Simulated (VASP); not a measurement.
Set up this calculation in VASP 6.6.1, as the native input.

* Task: single point
* Functional: PBE
* Potentials or basis: VASP PAW PBE potentials, release 64 (Cd, Se)
* Cutoff: 520 eV
* k mesh: 8 × 8 × 8
* Occupations: fermi-dirac, width 0.02 eV
* Spin: no spin polarisation
* Dipole correction: no
* Further INCAR settings: ALGO = Normal; EDIFF = 1e-06; NBANDS = 16

The structure of CdSe lies in POSCAR:

```
CdSe
1.0
    0.0818074924      3.1495884574      3.1495884574
    3.1495884574      0.0818074924      3.1495884574
    3.1495884574      3.1495884574      0.0818074924
Cd Se
1 1
Direct
    0.0022999568      0.0022999568      0.0022999568
    0.2477000432      0.2477000432      0.2477000432
```

This cell differs from its parent crystal: strain along [111] +4.0%.

The input as run:

INCAR

```
SYSTEM = CdSe
  PREC = Accurate
  ENCUT = 520
  EDIFF = 1E-6
  ISMEAR = -1
  SIGMA = 0.02
  LREAL = .FALSE.
  LASPH = .TRUE.
  NELM = 60
  ALGO = Normal
  ISIF = 2
  LWAVE = .FALSE.
  LCHARG = .TRUE.
  GGA = PE
  LELF = .TRUE.
  LVHAR = .TRUE.
  NBANDS = 16
```

KPOINTS

```
Automatic mesh
0
G
  8 8 8
  0 0 0
```

Potentials or basis: VASP PAW PBE potentials, release 64 (Cd, Se).

The run is started by

```sh
$ cat potpaw_PBE.64/Cd/POTCAR potpaw_PBE.64/Se/POTCAR > POTCAR
$ mpirun -np 1 vasp_std > vasp.out
```

It gave:

```json
{"Pressure": "-0.2 GPa", "Largest force": "0.008 eV/Å", "Band gap on the k mesh": "0.41 eV, direct"}
```

Caveat: the cell differs from its parent crystal (strain along [111] +4.0%).

Run time: 49 s on 1 thread of Intel(R) Xeon(R) Platinum 8488C (Sapphire Rapids) (shared host), peak memory 0.24 GiB.
